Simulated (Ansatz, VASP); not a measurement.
## CuAu in VASP and in Ansatz

The input INCAR:

```
SYSTEM = CuAu
PREC = Accurate ; ENCUT = 520
EDIFF = 1E-6 ; ISMEAR = -1
SIGMA = 0.05 ; LREAL = .FALSE.
LASPH = .TRUE. ; NELM = 150
ALGO = Normal ; ISIF = 2
LWAVE = .FALSE. ; LCHARG = .FALSE.
LNONCOLLINEAR = .TRUE. ; MAGMOM = 0 0 0 0 0 0
LORBIT = 11 ; LSORBIT = .TRUE.
GGA_COMPAT = .FALSE. ; LORBMOM = .TRUE.
LMAXMIX = 4 ; GGA = PS
NBANDS = 34
```

KPOINTS

```
Automatic mesh
0
G
  11 11 11
  0 0 0
```

The input POSCAR:

```
CuAu
1.0
    1.4430568479      0.8331492596      4.2561707609
   -1.4430568479      0.8331492596      4.2561707609
    0.0000000000     -1.6662985192      4.2561707609
Au Cu
1 1
Direct
    0.0000000000      0.0000000000      0.0000000000
    0.5000000000      0.5000000000      0.5000000000
```

The input input.yaml:

```yaml
crystal:
  lattice:
    - [1.4430568479, 0.8331492596, 4.2561707609]
    - [-1.4430568479, 0.8331492596, 4.2561707609]
    - [0.0, -1.6662985192, 4.2561707609]
  atoms:
    - { symbol: Au, position: [0.0, 0.0, 0.0] }
    - { symbol: Cu, position: [0.5, 0.5, 0.5] }
hamiltonian:
  xc: pbesol
  pseudopotentials: { kind: paw_fr }
magnetization:
  noncollinear: true
  spin_orbit: true
kpoints:
  mp_grid: { grid: [11, 11, 11] }
  band_path:
    path:
      - [[0.0, 0.0, 0.0], [0.5, 0.0, 0.0], [0.5, 0.1922122767, -0.1922122767]]
      - [[0.8077877233, 0.5, 0.1922122767], [0.5, 0.5, 0.5], [0.0, 0.0, 0.0], [0.3461061384, 0.0, -0.3461061384]]
      - [[0.6538938616, 0.3461061384, 0.0], [0.5, 0.5, 0.0], [0.6538938616, 0.6538938616, 0.1922122767], [0.5, 0.5, 0.5]]
      - [[0.5, 0.0, 0.0], [0.8077877233, 0.3461061384, 0.3461061384]]
    npoints: 14
scf:
  occupations: { method: fermi_dirac, width: 0.05 }
  n_extra_bands: 6
output:
  forces: true
  stress: true
  eigenvalues: true
  fatbands: false
```

Alike in both runs: functional PBEsol; k mesh 11 × 11 × 11; occupations fermi-dirac, width 0.05 eV; non-collinear spin, spin-orbit coupling.

|  | VASP | Ansatz |
| --- | --- | --- |
| version | VASP 6.6.1 | Ansatz 0.2.0 |
| potentials or method | VASP PAW PBE potentials, release 64 (Au, Cu) | Ansatz PAW |
| plane-wave cutoff (eV) | 520 | 420 |
| valence electrons in the cell | 22 | 38 |
| task | single point | band structure |

|  | VASP | Ansatz | Ansatz less VASP |
| --- | --- | --- | --- |
| pressure (GPa) | -8.8 | -9.0 | -0.17 |
| traceless stress, the component that is largest in VASP (GPa) | 1.23 | 1.14 | -0.095 |

VASP's potentials were made for PBE, not for PBEsol. VASP's potentials hold 22 valence electrons a cell and Ansatz's 38, so a difference there can come from the potentials and not from the codes.
